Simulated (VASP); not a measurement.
Input of a VASP 6.6.1 run:

Contents of INCAR:

```
ALGO     = Normal         # electronic algorithm
EDIFF    = 1E-7           # SCF threshold, eV
ENCUT    = 520            # plane-wave cutoff, eV
GGA      = PE             # functional
ISIF     = 2              # what is computed and relaxed
ISMEAR   = 0              # smearing method
LASPH    = T              # aspherical terms in the spheres
LCHARG   = T              # write CHGCAR
LELF     = T              # ELF
LREAL    = F              # projectors in reciprocal space
LVHAR    = T            
LWAVE    = F              # write WAVECAR
NBANDS   = 12             # bands
NELM     = 80             # most SCF steps
PREC     = Accurate       # precision mode
SIGMA    = 0.15           # smearing width, eV
```

Contents of KPOINTS:

```
k-points
0
Gamma
  20 20 20
```

File POSCAR:

```
Au
1.0
    0.0000000000      1.8818600000      2.2091400000
    1.8818600000      0.0000000000      2.2091400000
    1.8818600000      1.8818600000      0.0000000000
Au
1
Direct
    0.0000000000      0.0000000000      0.0000000000
```

Potentials or basis: VASP PAW PBE potentials, release 64 (Au).

Command:

```sh
$ cat potpaw_PBE.64/Au/POTCAR > POTCAR
$ mpirun -np 1 vasp_std > vasp.out
```

(1) Estimate the pressure.

Results:

(1) 31.2 GPa.

Caveat: the cell differs from its parent crystal (strain -0.080 along x and y, +0.080 along z).
